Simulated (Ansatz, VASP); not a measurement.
One calculation of AlFe3B, two programs

```xyz
5
Lattice="3.8223 0.0000 0.0000 0.0000 3.8223 0.0000 0.0000 0.0000 3.8223" Properties=species:S:1:pos:R:3 pbc="T T T"
Fe    0.0000    0.0000    1.9112
Fe    0.0000    1.9112    0.0000
Fe    1.9112    0.0000    0.0000
Al    1.9112    1.9112    1.9112
B     0.0000    0.0000    0.0000
```

Alike in both runs: task single point; functional PBEsol; k mesh 7 × 7 × 7; occupations fermi-dirac, width 0.05 eV; collinear spin.

```csv
,VASP,Ansatz
version,VASP 6.6.1,Ansatz 0.2.0
potentials or method,"VASP PAW PBE potentials, release 64 (Fe, Al, B)",Ansatz PAW
plane-wave cutoff (eV),520,420
valence electrons in the cell,30,54
```

```csv
,VASP,Ansatz,Ansatz less VASP
gap on the k mesh at the Fermi level (eV),none,none,-
pressure (GPa),-7.1,-7.7,-0.62
net moment per atom (μB),0.82,0.82,0.000
size of the moment on the site where the two differ most (μB),1.47,1.37,-0.096
```

VASP's potentials were made for PBE, not for PBEsol. Site moments also hang on the region over which each program counts them. A gap of «none» marks a metal or a gap that the smearing closes. VASP's potentials hold 30 valence electrons a cell and Ansatz's 54, so a difference there can come from the potentials and not from the codes.
